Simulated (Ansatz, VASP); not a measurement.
## KI: VASP beside Ansatz

```
K I
1.0
     0.00000    3.64311    3.64311
     3.64311    0.00000    3.64311
     3.64311    3.64311    0.00000
K I
1 1
Direct
  0.00000 0.00000 0.00000
  0.50000 0.50000 0.50000
```

Change from the starting cell: hydrostatic strain +2.8%.

Alike in both runs: task single point; functional HSE06; k mesh 4 × 4 × 4; no spin polarisation.

|  | VASP | Ansatz |
| --- | --- | --- |
| version | VASP 6.6.1 | Ansatz 0.2.0 |
| potentials or method | VASP PAW PBE potentials, release 64 (K_sv, I) | plane waves, PAW |
| plane-wave cutoff (eV) | 520 | 420 |
| occupations | gaussian, width 0.01 eV | fixed |
| valence electrons in the cell | 16 | 26 |

```csv
,VASP,Ansatz,Ansatz less VASP
gap on the k mesh at the Fermi level (eV),4.74,4.74,+0.008
pressure (GPa),-0.6,-0.6,0.00
```

VASP's potentials hold 16 valence electrons a cell and Ansatz's 26, so a difference there can come from the potentials and not from the codes. Ansatz's warnings: stress exchange threshold loose, stress scf threshold loose.

Neither program's run includes spin-orbit coupling.
